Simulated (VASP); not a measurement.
Here is a VASP 6.6.1 calculation.

File POSCAR:

```
Y2Ge3
1.0
    4.3924264328      0.0000000000      0.0000000000
   -2.1962132164      3.8039528751      0.0000000000
    0.0000000000      0.0000000000      7.1072950000
Y Ge
2 3
Direct
    0.0000000000      0.0000000000      0.2700710000
    0.0000000000      0.0000000000      0.7299290000
    0.6666666667      0.3333333333      0.0000000000
    0.6666666667      0.3333333333      0.5000000000
    0.3333333333      0.6666666667      0.0000000000
```

Contents of INCAR.step1:

```
PREC = Accurate
ENCUT = 550
ISMEAR = -1
SIGMA = 0.05
LREAL = False
LASPH = True
NELM = 120
GGA = PE
ALGO = Normal
EDIFF = 1E-5
LWAVE = True
LCHARG = False
GGA_COMPAT = False
IBRION = 2
ISIF = 3
EDIFFG = -0.005
NELMIN = 4
NSW = 100
```

The input INCAR.step2:

```
PREC = Accurate
ENCUT = 550
EDIFF = 1E-7
ISMEAR = -1
SIGMA = 0.05
LREAL = False
LASPH = True
NELM = 120
ALGO = Normal
ISIF = 3
LWAVE = False
LCHARG = False
METAGGA = R2SCAN
LMIXTAU = True
IVDW = 12
VDW_S6 = 1.0
VDW_S8 = 0.78981345
VDW_A1 = 0.49484001
VDW_A2 = 5.73083694
IBRION = 2
NSW = 60
EDIFFG = -0.01
ISTART = 1
GGA_COMPAT = False
NELMIN = 4
```

Contents of KPOINTS:

```
Automatic mesh
0
Gamma
  7 7 4
```

Potentials or basis: VASP PAW PBE potentials, release 64 (Y_sv, Ge_d).

Run with:

```console
$ cat potpaw_PBE.64/Y_sv/POTCAR potpaw_PBE.64/Ge_d/POTCAR > POTCAR
$ cp INCAR.step1 INCAR
$ mpirun -np 1 vasp_std > vasp.out
$ cp INCAR.step2 INCAR
$ mpirun -np 1 vasp_std > vasp.out
```

(1) Estimate the dispersion energy per atom.

(2) Predict the space group after relaxing (to 0.1 Å).

(3) Predict the relaxed volume.

(4) Predict the band gap on the k mesh.

Results:

(1) -0.170 eV.

(2) P-6m2 (No. 187).

(3) 23.15 Å³/atom.

(4) zero (bands 32 and 33 overlap by 1.50 eV).

Caveat: the PAW data sets were made with another functional, which shifts forces and pressure a little.
